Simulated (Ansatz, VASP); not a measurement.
Two plane-wave programs on LiF

```xyz
2
Lattice="2.5595 0.0000 0.0000 0.0000 2.5595 0.0000 0.0000 0.0000 2.5595" Properties=species:S:1:pos:R:3 pbc="T T T"
Li    0.0000    0.0000    0.0000
F     1.2798    1.2798    1.4673
```

Change from the starting cell: all F atoms moved +0.188 Å, as atom 2 along Cartesian [0 0 1].

Alike in both runs: task single point; functional r2SCAN; k mesh 10 × 10 × 10; occupations gaussian, width 0.05 eV; no spin polarisation.

```csv
,VASP,Ansatz
version,VASP 6.6.1,Ansatz 0.2.0
potentials or method,"VASP PAW PBE potentials, release 64 (Li_sv, F), cutoff 520 eV","scalar-relativistic, plane waves, PAW"
valence electrons in the cell,10,10
```

```csv
,VASP,Ansatz,Ansatz less VASP
gap on the k mesh at the Fermi level (eV),8.59,8.42,-0.171
least direct gap on the mesh (eV),9.25,9.07,-0.176
rms of the force components (eV/Å),0.049,0.042,-0.0064
```

VASP's potentials were made for PBE, not for r2SCAN. Atom by atom the forces differ by 0.006 eV/Å (rms over components).

Noted on VASP's run: the cutoff is short for stress, so the pressure is rough.
